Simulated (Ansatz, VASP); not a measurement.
One calculation of Ge, two programs

```xyz
4
Lattice="3.0077 0.0000 0.0000 -1.5038 2.6047 0.0000 0.0000 0.0000 9.8230" Properties=species:S:1:pos:R:3 pbc="T T T"
Ge    0.0000    0.0000    0.0000
Ge    0.0000    0.0000    4.9115
Ge    0.0000    1.7365    2.4557
Ge    1.5038    0.8682    7.3672
```

Alike in both runs: task relaxation of cell and atoms; functional BLYP; k mesh 12 × 12 × 4; occupations fermi-dirac, width 0.1 eV; no spin polarisation.

|  | VASP | Ansatz |
| --- | --- | --- |
| version | VASP 6.6.1 | Ansatz 0.2.0 |
| potentials or method | VASP PAW PBE potentials, release 64 (Ge_d), cutoff 600 eV | plane waves (420 eV) with PAW, scalar-relativistic |
| valence electrons in the cell | 56 | 56 |

|  | VASP | Ansatz | Ansatz less VASP |
| --- | --- | --- | --- |
| relaxed volume (Å³/atom) | 21.84 | 21.79 | -0.055 |
| relaxed cell length with the largest relative difference (Å) | 10.333 | 10.320 | -0.0124 |

VASP's potentials were made for PBE, not for BLYP.
